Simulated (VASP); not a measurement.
# Zn (P6_3/mmc) in VASP: notebook

Aim: see how the results for Zn move with the level of theory and the settings. Levels: PBE, r2SCAN+rVV10. Tasks: single point.

All numbers are computed with VASP 6.6.1; they aren't measurements. Logs are shortened: lines on timing, memory, paths and dates and some standing lists are left out, and cuts for length are marked.

## (1) The cell of the first run

Symmetry: P6_3/mmc, No. 194, hexagonal system. Conventional cell: a = 2.666 Å, b = 2.666 Å, c = 4.897 Å, α = 90.00°, β = 90.00°, γ = 120.00°. Zn (site symmetry -6m2) has 12 Zn at 2.67 to 2.89 Å within 3.5 Å.

## (2) Single point, PBE

The input, INCAR:

```
SYSTEM = Zn
PREC     = Accurate       ! precision mode
ENCUT    = 520            ! plane-wave cutoff, eV
EDIFF    = 1E-6           ! SCF threshold, eV
ISMEAR   = 0              ! smearing method
SIGMA    = 0.1            ! smearing width, eV
LREAL    = .FALSE.        ! projectors in reciprocal space
LASPH    = .TRUE.         ! aspherical terms in the spheres
NELM     = 100            ! most SCF steps
ALGO     = Normal         ! electronic algorithm
ISIF     = 2              ! what is computed and relaxed
LWAVE    = .FALSE.        ! write WAVECAR
LCHARG   = .TRUE.         ! write CHGCAR
GGA      = PE             ! functional
LELF     = .TRUE.         ! ELF
LVHAR    = .TRUE.       
NBANDS   = 19             ! bands
```

The input, KPOINTS:

```
regular mesh
0
G
  10 10 4
  0 0 0
```

The input, POSCAR:

```
Zn
1.0
    2.6655336155      0.0000000000      0.0000000000
   -1.3327668078      2.3084198257      0.0000000000
    0.0000000000      0.0000000000      4.8967876563
Zn
2
Direct
    0.3333333333      0.6666666667      0.2500000000
    0.6666666667      0.3333333333      0.7500000000
```

Potentials or basis: VASP PAW PBE potentials, release 64 (Zn).

Command:

```console
$ cat potpaw_PBE.64/Zn/POTCAR > POTCAR
$ mpirun -np 1 vasp_std > vasp.out
```

OUTCAR:

```text
SYSTEM = Zn
   PREC = Accurate
   ENCUT = 520
   EDIFF = 1E-6
   ISMEAR = 0
   LREAL = .FALSE.
   LASPH = .TRUE.
   NELM = 100
   ISIF = 2
   GGA = PE

 ion  position               nearest neighbor table
   1  0.333  0.667  0.250-   2 2.89   2 2.89   2 2.89   2 2.89   2 2.89   2 2.89
   2  0.667  0.333  0.750-   1 2.89   1 2.89   1 2.89   1 2.89   1 2.89   1 2.89

  LATTYP: Found a hexagonal cell.
 ALAT       =     2.6655336155
 C/A-ratio  =     1.8370759340

  Lattice vectors:

 A1 = (   2.6655336155,   0.0000000000,   0.0000000000)
 A2 = (  -1.3327668078,   2.3084198257,   0.0000000000)
 A3 = (   0.0000000000,   0.0000000000,   4.8967876563)

Analysis of symmetry for initial positions (statically):
=====================================================================
 Subroutine PRICEL returns:
 Original cell was already a primitive cell.

 Routine SETGRP: Setting up the symmetry group for a
 hexagonal supercell.

 Subroutine GETGRP returns: Found 24 space group operations
 (whereof 12 operations were pure point group operations)
 out of a pool of 24 trial point group operations.

The static configuration has the point symmetry D_3d.
 The point group associated with its full space group is D_6h.

Analysis of symmetry for dynamics (positions and initial velocities):
=====================================================================
 Subroutine PRICEL returns:
 Original cell was already a primitive cell.

 Routine SETGRP: Setting up the symmetry group for a
 hexagonal supercell.

 Subroutine GETGRP returns: Found 24 space group operations
 (whereof 12 operations were pure point group operations)
 out of a pool of 24 trial point group operations.

The dynamic configuration has the point symmetry D_3d.
 The point group associated with its full space group is D_6h.

 Subroutine INISYM returns: Found 24 space group operations
 (whereof 12 operations are pure point group operations),
 and found     1 'primitive' translations

----------------------------------------------------------------------------------------

                                     Primitive cell

  volume of cell :      30.1308

  direct lattice vectors                    reciprocal lattice vectors
     2.665533615  0.000000000  0.000000000     0.375159403  0.216598382  0.000000000
    -1.332766808  2.308419826  0.000000000     0.000000000  0.433196765  0.000000000
     0.000000000  0.000000000  4.896787656     0.000000000  0.000000000  0.204215512

  length of vectors
     2.665533615  2.665533616  4.896787656     0.433196765  0.433196765  0.204215512

  position of ions in fractional coordinates (direct lattice)
[... 79 lines left out ...]
   EDIFF  = 0.1E-05   stopping-criterion for ELM
   LREAL  =      F    real-space projection
   EDIFFG = 0.1E-04   stopping-criterion for IOM
   NSW    =      0    number of steps for IOM
   IBRION =     -1    ionic relax: 0-MD 1-quasi-New 2-CG
   NFREE  =      0    steps in history (QN), initial steepest desc. (CG)
   ISIF   =      2    stress and relaxation
   ISYM   =      2    0-nonsym 1-usesym 2-fastsym
   POTIM  = 0.5000    time-step for ionic-motion
   TEBEG  =    0.0;   TEEND  =   0.0 temperature during run
   PSTRESS=    0.0 pullay stress
   NELECT =      24.0000    total number of electrons
   NUPDOWN=      -1.0000    fix difference up-down
   EMIN   =  10.00;   EMAX   =-10.00  energy-range for DOS
   EFERMI =   0.00;   METHOD = LEGACY
   ISMEAR =     0;   SIGMA  =   0.10  broadening in eV -4-tet -1-fermi 0-gaus
   EFERMI_NEDOS =   21; number of points for ismear=-14 and -15
   IALGO  =     38    algorithm
   IMIX   =      4    mixing-type and parameters
     AMIX     =   0.40;   BMIX     =  1.00
     AMIX_MAG =   1.60;   BMIX_MAG =  1.00
  volume/ion in A,a.u.               =      15.07       101.67
  Fermi-wavevector in a.u.,A,eV,Ry     =   1.517546  2.867746 31.333476  2.302946
  Thomas-Fermi vector in A             =   2.626787
   LORBIT       =      0    0 simple, 1 ext, 2 COOP (PROOUT), +10 PAW based schemes
   GGA     = PE    functional components
   LHFCALC =     F    Hartree Fock is set to
   AEXX    =    0.0000 exact exchange contribution
   IVDW    =     0    specifies the selected vdW correction
   LEPSILON=     F    determine dielectric tensor
   LRPA    =     F    only Hartree local field effects (RPA)
 non-spin polarized calculation
 Gauss-broadening in eV      SIGMA  =   0.10
  energy-cutoff  :      520.00
  volume of cell :       30.13
 maximum number of plane-waves:       827
 NGX is ok and might be reduce to    20
   NGX =  9   NGY =  9   NGZ = 19

 number of electron      24.0000004 magnetization

 Free energy of the ion-electron system (eV)
  ---------------------------------------------------
  ext. energy  EPLUGINS =         0.00000000
  ---------------------------------------------------
  free energy    TOTEN  =        -2.24960797 eV

  energy without entropy =       -2.24881018  energy(sigma->0) =       -2.24920908

 E-fermi :   3.0995     XC(G=0): -11.6040

 val. band max:        3.0046499695   @ k =   0.3000   0.1000   0.0000
 cond. band min:       3.2626250617   @ k =   0.4000   0.0000   0.0000
 fundamental gap:      0.2579750922
 Fermi energy:         3.0994776075

 k-point     1 :       0.0000    0.0000    0.0000
  band No.  band energies     occupation
      1      -7.2933      2.00000
      2      -5.4497      2.00000
      3      -4.7470      2.00000
      4      -4.5209      2.00000
      5      -4.5209      2.00000
      6      -4.4674      2.00000
[... 505 lines left out ...]
      6      -4.2090      2.00000
[... 11 lines left out ...]
     18      14.6009      0.00000
     19      19.2075      0.00000

 [... further k-points ...]

------------------------ aborting loop because EDIFF is reached ----------------------------------------

  FORCE on cell =-STRESS in cart. coord.  units (eV):
  Direction    XX          YY          ZZ          XY          YZ          ZX
  --------------------------------------------------------------------------------------
  -------------------------------------------------------------------------------------
  Total        0.0713719      0.0713719      0.0388253     -0.0000000      0.0000000      0.0000000
  in kB        3.7951376      3.7951376      2.0645037     -0.0000000      0.0000000      0.0000000
  external PRESSURE =       3.2182596 kB  Pullay stress =       0.0000000 kB

 VOLUME and BASIS-vectors are now :
 -----------------------------------------------------------------------------
  energy-cutoff  :      520.00
  volume of cell :       30.13
      direct lattice vectors                 reciprocal lattice vectors
     2.665533615  0.000000000  0.000000000     0.375159403  0.216598382  0.000000000
    -1.332766808  2.308419826  0.000000000     0.000000000  0.433196765  0.000000000
     0.000000000  0.000000000  4.896787656     0.000000000  0.000000000  0.204215512

 POSITION                                       TOTAL-FORCE (eV/Angst)
 -----------------------------------------------------------------------------------
     -0.00000      1.53895      1.22420         0.000000      0.000000      0.000000
      1.33277      0.76947      3.67259        -0.000000     -0.000000      0.000000
 -----------------------------------------------------------------------------------
    total drift:                               -0.000000      0.000000      0.000000

  FREE ENERGIE OF THE ION-ELECTRON SYSTEM (eV)
  ---------------------------------------------------
  free  energy   TOTEN  =        -2.2496079732 eV

  energy  without entropy=       -2.2488101787  energy(sigma->0) =       -2.24920908
```

OSZICAR:

```text
N       E                     dE             d eps       ncg     rms          rms(c)
DAV:   1     0.114449130315E+03    0.11445E+03   -0.12256E+04  1636   0.200E+03
DAV:   2     0.277299516021E+01   -0.11168E+03   -0.10784E+03  1605   0.298E+02
DAV:   3    -0.243327190033E+01   -0.52063E+01   -0.51866E+01  1782   0.705E+01
DAV:   4    -0.246312287174E+01   -0.29851E-01   -0.29844E-01  1774   0.557E+00
DAV:   5    -0.246316137876E+01   -0.38507E-04   -0.38507E-04  1746   0.180E-01    0.403E+00
DAV:   6    -0.226319970793E+01    0.19996E+00   -0.78523E-01  1770   0.187E+01    0.302E+00
DAV:   7    -0.225408602995E+01    0.91137E-02   -0.26428E-02  1973   0.272E+00    0.156E+00
DAV:   8    -0.224959575703E+01    0.44903E-02   -0.17501E-03  2158   0.639E-01    0.470E-02
DAV:   9    -0.224960480887E+01   -0.90518E-05   -0.22464E-04  2129   0.190E-01    0.356E-02
DAV:  10    -0.224960815242E+01   -0.33435E-05   -0.20287E-05  1692   0.505E-02    0.286E-03
DAV:  11    -0.224960797322E+01    0.17920E-06   -0.83480E-08  1006   0.423E-03
   1 F= -.22496080E+01 E0= -.22492091E+01  d E =-.797795E-03
```

It took 23 s on 1 thread of Intel Xeon 8259CL, shared host; peak memory 0.15 GiB.

Results:

| Item | Value |
| --- | --- |
| Free energy | -2.2496 eV |
| Pressure | 0.3 GPa |
| Band gap on the k mesh | zero (bands 12 and 13 overlap by 4.05 eV) |

[end of part 1 of 2]

The gap in the log of VASP goes by the Fermi energy; the results here count the filled bands.